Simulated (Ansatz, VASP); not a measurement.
One calculation of HgTe, two programs

File INCAR:

```
SYSTEM = HgTe
PREC = Accurate
ENCUT = 500
EDIFF = 1E-6
ISMEAR = 0
SIGMA = 0.1
LREAL = .FALSE.
LASPH = .TRUE.
NELM = 120
ALGO = Normal
ISIF = 2
LWAVE = .FALSE.
LCHARG = .TRUE.
GGA = PE
LELF = .TRUE.
LVHAR = .TRUE.
NBANDS = 16
GGA_COMPAT = .FALSE.
```

Contents of KPOINTS:

```
regular mesh
0
G
  8 8 8
  0 0 0
```

Contents of POSCAR:

```
HgTe
1.0
    0.0000000000      3.2145000000      3.2145000000
    3.2145000000      0.0000000000      3.2145000000
    3.2145000000      3.2145000000      0.0000000000
Hg Te
1 1
Direct
    0.0000000000      0.0000000000      0.0000000000
    0.2500000000      0.2500000000      0.2500000000
```

Input for Ansatz:

```yaml
crystal:
  lattice:
    - [0.0, 3.2145, 3.2145]
    - [3.2145, 0.0, 3.2145]
    - [3.2145, 3.2145, 0.0]
  atoms:
    - { symbol: Hg, position: [0.0, 0.0, 0.0] }
    - { symbol: Te, position: [0.25, 0.25, 0.25] }
basis:
  ecutwfc: 420
kpoints:
  mp_grid: { grid: [8, 8, 8] }
hamiltonian:
  xc: pbe
scf:
  occupations: { method: gaussian, width: 0.1 }
output:
  forces: true
  stress: true
  eigenvalues: true
```

Alike in both runs: task single point; functional PBE; k mesh 8 × 8 × 8; occupations gaussian, width 0.1 eV; no spin polarisation.

|  | VASP | Ansatz |
| --- | --- | --- |
| version | VASP 6.6.1 | Ansatz 0.2.0 |
| potentials or method | VASP PAW PBE potentials, release 64 (Hg, Te), cutoff 500 eV | scalar-relativistic, plane waves, PAW |
| valence electrons in the cell | 18 | 36 |

Ansatz gave:

- gap on the k mesh at the Fermi level (eV): none
- pressure (GPa): 4.5

Problem. Which values does VASP return?

Solution. gap on the k mesh at the Fermi level (eV): none; pressure (GPa): 4.6.

A gap of «none» marks a metal or a gap that the smearing closes. VASP's potentials hold 18 valence electrons a cell and Ansatz's 36, so a difference there can come from the potentials and not from the codes.

Neither program's run includes spin-orbit coupling.
